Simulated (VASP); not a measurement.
TaO: relaxation of cell and atoms with PBE

TaO:

```
CELL_PARAMETERS angstrom
3.04728 0.00000 0.00000
-1.52364 2.63902 0.00000
0.00000 0.00000 3.85494
ATOMIC_POSITIONS crystal
Ta 0.00000 0.00000 0.50000
O 0.00000 0.00000 0.00000
```

```yaml
Program: VASP 6.6.1
Task: relaxation of cell and atoms
Functional: PBE
Potentials_or_basis: VASP PAW PBE potentials, release 64 (Ta_pv, O)
Cutoff: 600 eV
k_mesh: 21 × 21 × 14
Occupations: gaussian, width 0.1 eV
Spin: no spin polarisation
Dipole_correction: no
Further_INCAR_settings: ALGO = Normal; EDIFF = 1e-06; IBRION = 2; EDIFFG = -0.01; NSW = 100; ISIF = 3
```

* Relaxed volume: 15.68 Å³/atom
* Relaxed cell: a = 3.064 Å, b = 3.064 Å, c = 3.859 Å, α = 90.00°, β = 90.00°, γ = 120.00°
* Space group after relaxing (to 0.05 Å): P6/mmm (No. 191)
* Energy gained by relaxing: 0.8 meV/atom
* Ionic steps: 5
* Pressure after relaxing: 0.0 GPa

Step by step:
| step | energy change (eV) | largest force (eV/Å) | pressure (GPa) | volume (Å³) |
| --- | --- | --- | --- | --- |
| 1 | 0.0000 | 0.0000 | 1.37 | 31.00 |
| 2 | 0.0017 | 0.0000 | -2.25 | 31.60 |
| 3 | -0.0009 | 0.0000 | -0.03 | 31.22 |
| 4 | -0.0007 | 0.0000 | 0.07 | 31.53 |
| 5 | -0.0016 | 0.0000 | 0.03 | 31.37 |

Final structure:
```cif
data_structure
_symmetry_space_group_name_H-M 'P 1'
_symmetry_Int_Tables_number 1
_cell_length_a 3.0636
_cell_length_b 3.0636
_cell_length_c 3.8588
_cell_angle_alpha 90.000
_cell_angle_beta 90.000
_cell_angle_gamma 120.000
_cell_volume 31.37
loop_
_atom_site_label
_atom_site_type_symbol
_atom_site_fract_x
_atom_site_fract_y
_atom_site_fract_z
_atom_site_occupancy
Ta1 Ta 0.00000 0.00000 0.50000 1
O1 O 0.00000 0.00000 0.00000 1
```

Levels at points of the mesh, in eV from the Fermi level:
```tsv
k point	band 6	band 7	band 8	band 9	band 10	band 11
(0.00, 0.00, 0.00)	-3.42	-2.28	-2.28	0.63	0.63	3.18
(0.00, 0.00, 0.50)	-4.89	-3.31	-3.31	0.72	0.72	4.15
```

Wall time 3.7 min on 1 thread of AMD EPYC 7R13 Processor (Zen 3) (shared host), peak memory 0.29 GiB.

Caveat: spin-orbit coupling is left out, which moves the levels of the heavy elements; an odd number of electrons without spin polarisation forces a metal; a magnetic or distorted state may lie lower.
